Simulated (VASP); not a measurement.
Set up this calculation in VASP 6.6.1, as the native input.

| Property | Result |
| --- | --- |
| Task | single point |
| Functional | PBE |
| Dispersion | D3(BJ) |
| Potentials or basis | VASP PAW PBE potentials, release 64 (Si) |
| Cutoff | 520 eV |
| k mesh | 2 × 2 × 2 |
| Occupations | gaussian, width 0.05 eV |
| Spin | no spin polarisation |
| Dipole correction | no |
| Further INCAR settings | LREAL = Auto; ALGO = Normal; EDIFF = 1e-07; NBANDS = 48 |

The structure of Si (a cell with a defect) lies in POSCAR:

```
Si
1.0
    0.0000000000      5.4300000000      5.4300000000
    5.4300000000      0.0000000000      5.4300000000
    5.4300000000      5.4300000000      0.0000000000
Si
17
Direct
    0.0174391463      0.0177205897     -0.0385226025
    0.1322064056      0.1313384091      0.1073891273
   -0.0232597175     -0.0254570821      0.4746977457
    0.1028280617      0.1020711815      0.6021197718
    0.0052530682      0.5025239425      0.0026563951
    0.1351565177      0.6236479711      0.1237106052
    0.0174781733      0.4614340142      0.5177569559
    0.1322748078      0.6072507710      0.6314685224
    0.5034851933      0.0048327087      0.0017826930
    0.6239096478      0.1351965972      0.1232199577
    0.4621541330      0.0170680120      0.5170643037
    0.6092382575      0.1304733412      0.6305325390
    0.5092744756      0.5094254712      0.0094263134
    0.6339795258      0.6334904641      0.1335300649
    0.5035497047      0.5017174952      0.5048697827
    0.6239487152      0.6231985929      0.6352046043
    0.8365128840      0.8358728704      0.3359171004
```

These files were run (other wordings do the same):

INCAR

```
SYSTEM = Si
PREC = Accurate ; ENCUT = 520
EDIFF = 1E-7 ; ISMEAR = 0
SIGMA = 0.05 ; LREAL = Auto
LASPH = .True. ; NELM = 60
ALGO = Normal ; ISIF = 2
LWAVE = .False. ; LCHARG = .False.
GGA = PE ; IVDW = 12
NBANDS = 48
```

KPOINTS

```
regular mesh
0
Gamma
  2 2 2
  0 0 0
```

Potentials or basis: VASP PAW PBE potentials, release 64 (Si).

Run with:

```bash
$ cat potpaw_PBE.64/Si/POTCAR > POTCAR
$ mpirun -np 1 vasp_std > vasp.out
```

It gave:

| Property | Result |
| --- | --- |
| Pressure | 1.5 GPa |
| Largest force | 0.031 eV/Å |
| Band gap on the k mesh | zero (bands 34 and 35 overlap by 0.06 eV) |
| Dispersion energy per atom | -0.332 eV |

Caveat: the k points lie up to 0.50 Å⁻¹ apart.

Wall time 7.5 min on 1 thread of Intel Xeon 8259CL, on a shared host, peak memory 0.47 GiB.
